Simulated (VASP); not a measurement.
# GeSb4Te7 (P-3m1) in VASP: a series of runs

The runs below take GeSb4Te7 through single point, with PBEsol.

Program: VASP 6.6.1. These are calculated values, not measurements. Logs are shortened: lines on timing, memory, paths and dates and some standing lists are left out, and cuts for length are marked.

## 1. The cell of the first run

Symmetry: P-3m1, No. 164, trigonal system. Conventional cell: a = 4.202 Å, b = 4.202 Å, c = 24.135 Å, α = 90.00°, β = 90.00°, γ = 120.00°. Within 3.9 Å of Te (site symmetry 3m) lie 3 Sb at 2.94 Å. Te (site symmetry -3m) has 6 Sb at 3.12 Å within 4.1 Å. Te (site symmetry 3m) has 3 Ge at 2.94 Å and 3 Sb at 3.13 Å within 3.9 Å. Te (site symmetry 3m) has 3 Sb at 2.94 Å within 3.9 Å. Within 3.9 Å of Sb (site symmetry 3m) lie 6 Te at 2.94 to 3.13 Å. Within 3.9 Å of Sb (site symmetry 3m) lie 6 Te at 2.94 to 3.12 Å. Within 3.9 Å of Ge (site symmetry -3m) lie 6 Te at 2.94 Å.

## 2. Single point, PBEsol

INCAR

```
PREC     = Accurate       # precision mode
ENCUT    = 520            # plane-wave cutoff, eV
EDIFF    = 1E-6           # SCF threshold, eV
ISMEAR   = -1             # smearing method
SIGMA    = 0.05           # smearing width, eV
LREAL    = False          # projectors in reciprocal space
LASPH    = True           # aspherical terms in the spheres
NELM     = 100            # most SCF steps
ALGO     = Normal         # electronic algorithm
ISIF     = 2              # what is computed and relaxed
LWAVE    = False          # write WAVECAR
LCHARG   = False          # write CHGCAR
GGA      = PS             # functional
NBANDS   = 50             # bands
```

KPOINTS

```
Automatic mesh
0
Gamma
  7 7 2
```

POSCAR

```
GeSb4Te7
1.0
    4.2017389492      0.0000000000      0.0000000000
   -2.1008694746      3.6388126701      0.0000000000
    0.0000000000      0.0000000000     24.1348255192
Te Sb Ge
7 4 1
Direct
    0.0000000000      0.0000000000      0.2810217100
    0.0000000000      0.0000000000      0.0000000000
    0.3333333333      0.6666666667      0.5686057000
    0.6666666667      0.3333333333      0.4313943000
    0.0000000000      0.0000000000      0.7189782900
    0.6666666667      0.3333333333      0.1502681300
    0.3333333333      0.6666666667      0.8497318700
    0.6666666667      0.3333333333      0.6502485000
    0.3333333333      0.6666666667      0.0811013800
    0.3333333333      0.6666666667      0.3497515000
    0.6666666667      0.3333333333      0.9188986200
    0.0000000000      0.0000000000      0.5000000000
```

Potentials or basis: VASP PAW PBE potentials, release 64 (Te, Sb, Ge_d).

Run with:

```bash
$ cat potpaw_PBE.64/Te/POTCAR potpaw_PBE.64/Sb/POTCAR potpaw_PBE.64/Ge_d/POTCAR > POTCAR
$ mpirun -np 1 vasp_std > vasp.out
```

OUTCAR:

```text
PREC = Accurate
   ENCUT = 520
   EDIFF = 1E-6
   ISMEAR = -1
   LREAL = False
   LASPH = True
   NELM = 100
   ISIF = 2
   GGA = PS

 ion  position               nearest neighbor table
   1  0.000  0.000  0.281-  10 2.94  10 2.94  10 2.94
   2  0.000  0.000  0.000-   9 3.12  11 3.12  11 3.12   9 3.12  11 3.12   9 3.12
   3  0.333  0.667  0.569-  12 2.94  12 2.94  12 2.94   8 3.13   8 3.13   8 3.13
   4  0.667  0.333  0.431-  12 2.94  12 2.94  12 2.94  10 3.13  10 3.13  10 3.13
   5  0.000  0.000  0.719-   8 2.94   8 2.94   8 2.94
   6  0.667  0.333  0.150-   9 2.94   9 2.94   9 2.94
   7  0.333  0.667  0.850-  11 2.94  11 2.94  11 2.94
   8  0.667  0.333  0.650-   5 2.94   5 2.94   5 2.94   3 3.13   3 3.13   3 3.13
   9  0.333  0.667  0.081-   6 2.94   6 2.94   6 2.94   2 3.12   2 3.12   2 3.12
  10  0.333  0.667  0.350-   1 2.94   1 2.94   1 2.94   4 3.13   4 3.13   4 3.13
  11  0.667  0.333  0.919-   7 2.94   7 2.94   7 2.94   2 3.12   2 3.12   2 3.12
  12  0.000  0.000  0.500-   3 2.94   4 2.94   4 2.94   3 2.94   4 2.94   3 2.94

  LATTYP: Found a hexagonal cell.
 ALAT       =     4.2017389492
 C/A-ratio  =     5.7440088047

  Lattice vectors:

 A1 = (   4.2017389492,   0.0000000000,   0.0000000000)
 A2 = (  -2.1008694746,   3.6388126701,   0.0000000000)
 A3 = (   0.0000000000,   0.0000000000,  24.1348255192)

Analysis of symmetry for initial positions (statically):
=====================================================================
 Subroutine PRICEL returns:
 Original cell was already a primitive cell.

 Routine SETGRP: Setting up the symmetry group for a
 hexagonal supercell.

 Subroutine GETGRP returns: Found 12 space group operations
 (whereof 12 operations were pure point group operations)
 out of a pool of 24 trial point group operations.

The static configuration has the point symmetry D_3d.

Analysis of symmetry for dynamics (positions and initial velocities):
=====================================================================
 Subroutine PRICEL returns:
 Original cell was already a primitive cell.

 Routine SETGRP: Setting up the symmetry group for a
 hexagonal supercell.

 Subroutine GETGRP returns: Found 12 space group operations
 (whereof 12 operations were pure point group operations)
 out of a pool of 24 trial point group operations.

The dynamic configuration has the point symmetry D_3d.

 Subroutine INISYM returns: Found 12 space group operations
 (whereof 12 operations are pure point group operations),
 and found     1 'primitive' translations

----------------------------------------------------------------------------------------

                                     Primitive cell

  volume of cell :     369.0056

  direct lattice vectors                    reciprocal lattice vectors
     4.201738949  0.000000000  0.000000000     0.237996699  0.137407458  0.000000000
    -2.100869475  3.638812670  0.000000000     0.000000000  0.274814916  0.000000000
     0.000000000  0.000000000 24.134825519     0.000000000  0.000000000  0.041433902

  length of vectors
     4.201738949  4.201738949 24.134825519     0.274814916  0.274814916  0.041433902

  position of ions in fractional coordinates (direct lattice)
     0.000000000  0.000000000  0.281021710
     0.000000000  0.000000000  0.000000000
     0.333333333  0.666666667  0.568605700
     0.666666667  0.333333333  0.431394300
     0.000000000  0.000000000  0.718978290
     0.666666667  0.333333333  0.150268130
     0.333333333  0.666666667  0.849731870
     0.666666667  0.333333333  0.650248500
     0.333333333  0.666666667  0.081101380
     0.333333333  0.666666667  0.349751500
     0.666666667  0.333333333  0.918898620
     0.000000000  0.000000000  0.500000000

  ion indices of the primitive-cell ions
   primitive index   ion index
                 1           1
                 2           2
                 3           3
                 4           4
                 5           5
                 6           6
                 7           7
                 8           8
                 9           9
                10          10
                11          11
                12          12

----------------------------------------------------------------------------------------

 KPOINTS: Automatic mesh

Automatic generation of k-mesh.
 Grid dimensions read from file:
 generate k-points for:    7    7    2

 Generating k-lattice:

  Cartesian coordinates                     Fractional coordinates (reciprocal lattice)
     0.033999528  0.019629637  0.000000000     0.142857143 -0.000000000  0.000000000
     0.000000000  0.039259274  0.000000000     0.000000000  0.142857143  0.000000000
     0.000000000  0.000000000  0.020716951     0.000000000  0.000000000  0.500000000

  Length of vectors
     0.039259274  0.039259274  0.020716951

  Shift w.r.t. Gamma in fractional coordinates (k-lattice)
     0.000000000  0.000000000  0.000000000

 Subroutine IBZKPT returns following result:
 ===========================================

 Found     16 irreducible k-points:

 Following reciprocal coordinates:
            Coordinates               Weight
  0.000000  0.000000  0.000000      1.000000
  0.142857 -0.000000  0.000000      6.000000
  0.285714 -0.000000  0.000000      6.000000
  0.428571 -0.000000  0.000000      6.000000
  0.142857  0.142857  0.000000      6.000000
  0.285714  0.142857  0.000000     12.000000
[... 8 lines left out ...]
  0.428571  0.142857  0.500000      6.000000
  0.285714  0.285714  0.500000      6.000000
   k-points           NKPTS =     16   k-points in BZ     NKDIM =     16   number of bands    NBANDS=     50
   number of dos      NEDOS =    301   number of ions     NIONS =     12
   total plane-waves  NPLWV = 184320
   dimension x,y,z NGX =    32 NGY =   32 NGZ =  180
   dimension x,y,z NGXF=    64 NGYF=   64 NGZF=  360
   ions per type =               7   4   1
   NGX,Y,Z   is equivalent  to a cutoff of  12.66, 12.66, 12.40 a.u.
   NGXF,Y,Z  is equivalent  to a cutoff of  25.32, 25.32, 24.80 a.u.
 SYSTEM =  unknown system
   PREC   = accura    normal or accurate (medium, high low for compatibility)
   ISTART =      0    job   : 0-new  1-cont  2-samecut
   ICHARG =      2    charge: 1-file 2-atom 10-const
   ISPIN  =      1    spin polarized calculation?
   LNONCOLLINEAR =      F non collinear calculations
   LSORBIT =      F    spin-orbit coupling
   LASPH  =      T    aspherical Exc in radial PAW
   ENCUT  =  520.0 eV  38.22 Ry    6.18 a.u.   7.81  7.81 44.87*2*pi/ulx,y,z
   NELM   =    100;   NELMIN=  2; NELMDL= -5     # of ELM steps
   EDIFF  = 0.1E-05   stopping-criterion for ELM
   LREAL  =      F    real-space projection
   EDIFFG = 0.1E-04   stopping-criterion for IOM
   NSW    =      0    number of steps for IOM
   IBRION =     -1    ionic relax: 0-MD 1-quasi-New 2-CG
   NFREE  =      0    steps in history (QN), initial steepest desc. (CG)
   ISIF   =      2    stress and relaxation
   ISYM   =      2    0-nonsym 1-usesym 2-fastsym
   POTIM  = 0.5000    time-step for ionic-motion
   TEBEG  =    0.0;   TEEND  =   0.0 temperature during run
   PSTRESS=    0.0 pullay stress
   NELECT =      76.0000    total number of electrons
   NUPDOWN=      -1.0000    fix difference up-down
   EMIN   =  10.00;   EMAX   =-10.00  energy-range for DOS
   EFERMI =   0.00;   METHOD = LEGACY
   ISMEAR =    -1;   SIGMA  =   0.05  broadening in eV -4-tet -1-fermi 0-gaus
   EFERMI_NEDOS =   21; number of points for ismear=-14 and -15
   IALGO  =     38    algorithm
   IMIX   =      4    mixing-type and parameters
     AMIX     =   0.40;   BMIX     =  1.00
     AMIX_MAG =   1.60;   BMIX_MAG =  1.00
  volume/ion in A,a.u.               =      30.75       207.51
  Fermi-wavevector in a.u.,A,eV,Ry     =   0.966796  1.826980 12.717303  0.934695
  Thomas-Fermi vector in A             =   2.096628
   LORBIT       =      0    0 simple, 1 ext, 2 COOP (PROOUT), +10 PAW based schemes
   GGA     = PS    functional components
   LHFCALC =     F    Hartree Fock is set to
   AEXX    =    0.0000 exact exchange contribution
   IVDW    =     0    specifies the selected vdW correction
   LEPSILON=     F    determine dielectric tensor
   LRPA    =     F    only Hartree local field effects (RPA)
 non-spin polarized calculation
  energy-cutoff  :      520.00
  volume of cell :      369.01
 maximum number of plane-waves:      9980
 NGX is ok and might be reduce to    32
   NGX = 15   NGY = 15   NGZ = 89

 number of electron      75.9999991 magnetization

 Free energy of the ion-electron system (eV)
  ---------------------------------------------------
  ext. energy  EPLUGINS =         0.00000000
  ---------------------------------------------------
  free energy    TOTEN  =       -49.13712590 eV

  energy without entropy =      -49.13645973  energy(sigma->0) =      -49.13679281

 E-fermi :   6.6786     XC(G=0):  -9.5407

 val. band max:        6.5078459560   @ k =   0.0000   0.0000   0.5000
 cond. band min:       6.8421768652   @ k =   0.0000   0.0000   0.5000
 fundamental gap:      0.3343309091
 Fermi energy:         6.6785526561

 k-point     1 :       0.0000    0.0000    0.0000
  band No.  band energies     occupation
      1     -18.2149      2.00000
      2     -18.2149      2.00000
      3     -18.2089      2.00000
      4     -18.2056      2.00000
      5     -18.2056      2.00000
      6      -6.9860      2.00000
[... 42 lines left out ...]
     49       8.3350      0.00000
     50       8.3886      0.00000

 k-point     2 :       0.1429   -0.0000    0.0000
  band No.  band energies     occupation
      1     -18.2155      2.00000
      2     -18.2147      2.00000
      3     -18.2086      2.00000
      4     -18.2057      2.00000
      5     -18.2053      2.00000
      6      -6.7890      2.00000
[... 42 lines left out ...]
     49       8.6806      0.00000
     50       9.3412      0.00000

 k-point     3 :       0.2857   -0.0000    0.0000
  band No.  band energies     occupation
      1     -18.2169      2.00000
      2     -18.2144      2.00000
      3     -18.2080      2.00000
      4     -18.2057      2.00000
      5     -18.2043      2.00000
      6      -6.2186      2.00000
[... 42 lines left out ...]
     49       9.6227      0.00000
     50       9.7864      0.00000

 k-point     4 :       0.4286   -0.0000    0.0000
  band No.  band energies     occupation
      1     -18.2181      2.00000
      2     -18.2142      2.00000
      3     -18.2078      2.00000
      4     -18.2054      2.00000
      5     -18.2034      2.00000
      6      -5.3801      2.00000
[... 575 lines left out ...]
 k-point    15 :       0.4286    0.1429    0.5000
  band No.  band energies     occupation
      1     -18.2178      2.00000
      2     -18.2147      2.00000
      3     -18.2074      2.00000
      4     -18.2053      2.00000
      5     -18.2036      2.00000
      6      -4.9010      2.00000
[... 42 lines left out ...]
     49       9.6675      0.00000
     50       9.9733      0.00000

 k-point    16 :       0.2857    0.2857    0.5000
  band No.  band energies     occupation
      1     -18.2170      2.00000
      2     -18.2156      2.00000
      3     -18.2070      2.00000
      4     -18.2051      2.00000
      5     -18.2041      2.00000
      6      -4.9479      2.00000
[... 42 lines left out ...]
     49      10.4140      0.00000
     50      10.4757      0.00000

------------------------ aborting loop because EDIFF is reached ----------------------------------------

  FORCE on cell =-STRESS in cart. coord.  units (eV):
  Direction    XX          YY          ZZ          XY          YZ          ZX
  --------------------------------------------------------------------------------------
  -------------------------------------------------------------------------------------
  Total        3.9145186      3.9145186      3.8478135      0.0000000      0.0000000      0.0000000
  in kB       16.9963639     16.9963639     16.7067384      0.0000000      0.0000000      0.0000000
  external PRESSURE =      16.8998221 kB  Pullay stress =       0.0000000 kB

 VOLUME and BASIS-vectors are now :
 -----------------------------------------------------------------------------
  energy-cutoff  :      520.00
  volume of cell :      369.01
      direct lattice vectors                 reciprocal lattice vectors
     4.201738949  0.000000000  0.000000000     0.237996699  0.137407458  0.000000000
    -2.100869475  3.638812670  0.000000000     0.000000000  0.274814916  0.000000000
     0.000000000  0.000000000 24.134825519     0.000000000  0.000000000  0.041433902

 POSITION                                       TOTAL-FORCE (eV/Angst)
 -----------------------------------------------------------------------------------
      0.00000      0.00000      6.78241        -0.000000     -0.000000     -0.517274
      0.00000      0.00000      0.00000        -0.000000      0.000000      0.000000
     -0.00000      2.42588     13.72320        -0.000000     -0.000000     -0.026979
      2.10087      1.21294     10.41163         0.000000      0.000000      0.026979
      0.00000      0.00000     17.35242         0.000000      0.000000      0.517274
      2.10087      1.21294      3.62670        -0.000000     -0.000000      0.499109
     -0.00000      2.42588     20.50813        -0.000000      0.000000     -0.499109
      2.10087      1.21294     15.69363         0.000000      0.000000     -0.270886
     -0.00000      2.42588      1.95737         0.000000      0.000000     -0.279540
     -0.00000      2.42588      8.44119         0.000000     -0.000000      0.270886
      2.10087      1.21294     22.17746        -0.000000     -0.000000      0.279540
      0.00000      0.00000     12.06741        -0.000000      0.000000      0.000000
 -----------------------------------------------------------------------------------
    total drift:                                0.000000      0.000000      0.000000

  FREE ENERGIE OF THE ION-ELECTRON SYSTEM (eV)
  ---------------------------------------------------
  free  energy   TOTEN  =       -49.1371258985 eV

  energy  without entropy=      -49.1364597265  energy(sigma->0) =      -49.13679281
```

Run time: 6.7 min. Hardware: 1 thread of Intel Xeon Platinum 8375C at 2.90GHz (Ice Lake), shared host; peak memory 0.59 GiB.

What came out:

```
Free energy            : -49.1371 eV
Pressure               : 1.7 GPa
Largest force          : 0.517 eV/Å
Band gap on the k mesh : 0.33 eV, direct
```

Forces in eV/Å, atoms in the order of the input:
```
Te   0.000  0.000 -0.517
Te   0.000  0.000  0.000
Te   0.000  0.000 -0.027
Te   0.000  0.000  0.027
Te   0.000  0.000  0.517
Te   0.000  0.000  0.499
Te   0.000  0.000 -0.499
Sb   0.000  0.000 -0.271
Sb   0.000  0.000 -0.280
Sb   0.000  0.000  0.271
Sb   0.000  0.000  0.280
Ge   0.000  0.000  0.000
```

Caveat: the PAW data sets were made with another functional, which shifts forces and pressure a little; spin-orbit coupling is left out, which moves the levels of the heavy elements; this functional lacks dispersion, which binds the layers, so the pressure and a relaxed spacing across them are unreliable. A k mesh can miss the band edges.

## 3. Single point, PBEsol

This run uses another cell than the first one, of 31.40 Å³/atom, 1.021 times its volume.

INCAR

```
SYSTEM = GeSb4Te7
  ALGO = Normal
  EDIFF = 1E-6
  ENCUT = 520
  GGA = PS
  ISIF = 2
  ISMEAR = -1
  LASPH = .True.
  LCHARG = .True.
  LELF = .True.
  LREAL = .False.
  LVHAR = .True.
  LWAVE = .False.
  NBANDS = 50
  NELM = 60
  PREC = Accurate
  SIGMA = 0.05
```

KPOINTS

```
k-points
0
Gamma
  7 7 2
  0 0 0
```

Edit POSCAR of step 2 so:

```diff
@@ -2,5 +2,5 @@
 1.0
-    4.2017389492      0.0000000000      0.0000000000
-   -2.1008694746      3.6388126701      0.0000000000
-    0.0000000000      0.0000000000     24.1348255192
+    4.2313296351      0.0000000000      0.0000000000
+   -2.1156648175      3.6644389557      0.0000000000
+    0.0000000000      0.0000000000     24.3047946792
 Te Sb Ge
```

Potentials or basis: VASP PAW PBE potentials, release 64 (Te, Sb, Ge_d).

Run with:

```bash
$ cat potpaw_PBE.64/Te/POTCAR potpaw_PBE.64/Sb/POTCAR potpaw_PBE.64/Ge_d/POTCAR > POTCAR
$ mpirun -np 1 vasp_std > vasp.out
```

Run time: 8.3 min. Hardware: 1 thread of Intel Xeon Platinum 8375C at 2.90GHz (Ice Lake), shared host; peak memory 0.61 GiB.

The run converged. Its results:

```
Free energy            : -49.1899 eV
Pressure               : 0.5 GPa
Largest force          : 0.337 eV/Å
Band gap on the k mesh : 0.34 eV, direct
```

Forces in eV/Å, atoms in the order of the input:
```
Te   0.000  0.000 -0.337
Te   0.000  0.000  0.000
Te   0.000  0.000 -0.018
Te   0.000  0.000  0.018
Te   0.000  0.000  0.337
Te   0.000  0.000  0.320
Te   0.000  0.000 -0.320
Sb   0.000  0.000 -0.202
Sb   0.000  0.000 -0.215
Sb   0.000  0.000  0.202
Sb   0.000  0.000  0.215
Ge   0.000  0.000  0.000
```

Levels at points of the mesh, in eV from the valence-band top:
| k point | band 36 | band 37 | band 38 | band 39 | band 40 | band 41 |
| --- | --- | --- | --- | --- | --- | --- |
| (0.00, 0.00, 0.00) | -1.06 | -0.25 | -0.08 | 0.45 | 0.48 | 0.58 |
| (0.00, 0.00, 0.50) | -0.86 | -0.33 | 0.00 | 0.34 | 0.54 | 0.54 |

Caveat: the PAW data sets were made with another functional, which shifts forces and pressure a little; spin-orbit coupling is left out, which moves the levels of the heavy elements; this functional lacks dispersion, which binds the layers, so the pressure and a relaxed spacing across them are unreliable. A k mesh can miss the band edges.
